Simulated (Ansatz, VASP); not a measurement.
**BaZrO3: VASP beside Ansatz**

File INCAR:

```
SYSTEM = BaZrO3
PREC = Accurate ; ENCUT = 600
EDIFF = 1E-7 ; ISMEAR = -1
SIGMA = 0.05 ; LREAL = .False.
LASPH = .True. ; NELM = 100
ALGO = Normal ; ISIF = 3
LWAVE = .False. ; LCHARG = .False.
GGA = RE ; IVDW = 12
IBRION = 2 ; NSW = 60
EDIFFG = -0.01
```

File KPOINTS:

```
Automatic mesh
0
Gamma
  6 6 6
  0 0 0
```

POSCAR

```
BaZrO3
1.0
    4.1913400000      0.0000000000      0.0000000000
    0.0000000000      4.1913400000      0.0000000000
    0.0000000000      0.0000000000      4.1913400000
Ba Zr O
1 1 3
Direct
    0.0000000000      0.0000000000      0.0000000000
    0.5000000000      0.5000000000      0.5000000000
    0.5000000000      0.5000000000      0.0000000000
    0.5000000000      0.0000000000      0.5000000000
    0.0000000000      0.5000000000      0.5000000000
```

File input.yaml:

```yaml
crystal:
  lattice:
    - [4.19134, 0.0, 0.0]
    - [0.0, 4.19134, 0.0]
    - [0.0, 0.0, 4.19134]
  atoms:
    - { symbol: Ba, position: [0.0, 0.0, 0.0] }
    - { symbol: Zr, position: [0.5, 0.5, 0.5] }
    - { symbol: O, position: [0.5, 0.5, 0.0] }
    - { symbol: O, position: [0.5, 0.0, 0.5] }
    - { symbol: O, position: [0.0, 0.5, 0.5] }
hamiltonian:
  xc: revpbe
  pseudopotentials: { kind: paw }
  dispersion: d3bj
kpoints:
  mp_grid: { grid: [6, 6, 6] }
scf:
  occupations: { method: fermi_dirac, width: 0.05 }
output:
  forces: true
  stress: true
relax:
  f_tol: 0.01
  max_steps: 40
  cell: { stress_tol: 0.05 }
```

Alike in both runs: task relaxation of cell and atoms; functional revPBE; dispersion D3(BJ); k mesh 6 × 6 × 6; occupations fermi-dirac, width 0.05 eV; no spin polarisation.

|  | VASP | Ansatz |
| --- | --- | --- |
| version | VASP 6.6.1 | Ansatz 0.2.0 |
| potentials or method | VASP PAW PBE potentials, release 64 (Ba_sv, Zr_sv, O) | Ansatz PAW |
| plane-wave cutoff (eV) | 600 | 420 |
| valence electrons in the cell | 40 | 40 |

Ansatz gave:

- relaxed volume (Å³/atom): 14.88
- relaxed length of the cell vector where the two differ most in proportion (Å): 4.205

**Question.** Which values does VASP return?

**Answer.** Relaxed volume (Å³/atom): 14.96; relaxed length of the cell vector where the two differ most in proportion (Å): 4.213.

VASP's potentials were made for PBE, not for revPBE.

Neither program's run includes spin-orbit coupling. Noted on Ansatz's run: the plane-wave basis is chosen anew once the cell has moved, so the energies of steps on either side of that aren't comparable.
